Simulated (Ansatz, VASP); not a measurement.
C3OF2: VASP beside Ansatz

```
C O F
1.0
     6.52130    0.00000    0.00000
     0.00000    5.35080    0.00000
    -2.56300    0.00000    8.43794
C O F
12 4 8
Direct
  0.71758 0.96416 0.09316
  0.28242 0.46416 0.40684
  0.28242 0.03584 0.90684
  0.71758 0.53584 0.59316
  0.67132 0.16286 0.99697
  0.32868 0.66286 0.50303
  0.32868 0.83714 0.00303
  0.67132 0.33714 0.49697
  0.54937 0.78437 0.10223
  0.45063 0.28437 0.39777
  0.45063 0.21563 0.89777
  0.54937 0.71563 0.60223
  0.59095 0.59949 0.18545
  0.40905 0.09949 0.31455
  0.40905 0.40051 0.81455
  0.59095 0.90051 0.68545
  0.91392 0.91592 0.18294
  0.08608 0.41592 0.31706
  0.08608 0.08408 0.81706
  0.91392 0.58408 0.68294
  0.81823 0.32514 0.98390
  0.18177 0.82514 0.51610
  0.18177 0.67486 0.01610
  0.81823 0.17486 0.48390
```

Alike in both runs: task single point; functional PBE; dispersion D3(BJ); k mesh 6 × 6 × 4; occupations gaussian, width 0.02 eV; no spin polarisation.

```csv
,VASP,Ansatz
version,VASP 6.6.1,Ansatz 0.2.0
potentials or method,"VASP PAW PBE potentials, release 64 (C, O, F), cutoff 520 eV","scalar-relativistic, plane waves, PAW"
valence electrons in the cell,128,128
```

Ansatz gave:

| Property | Result |
| --- | --- |
| gap on the k mesh at the Fermi level (eV) | 1.73 |
| least direct gap on the mesh (eV) | 1.74 |
| pressure (GPa) | 2.3 |
| traceless stress, the component that is largest in VASP (GPa) | 0.51 |
| rms of the force components (eV/Å) | 0.251 |

**Question.** What did VASP give for the same quantities?

**Answer.** gap on the k mesh at the Fermi level (eV): 1.72; least direct gap on the mesh (eV): 1.73; pressure (GPa): 3.4; traceless stress, the component that is largest in VASP (GPa): 1.10; rms of the force components (eV/Å): 0.456.

Atom by atom the forces differ by 0.260 eV/Å (rms over components). One of these differences is far larger than is usual between the two programs; its cause wasn't traced.

Noted on VASP's run: the standard files for N, O and F lose accuracy on very short bonds.
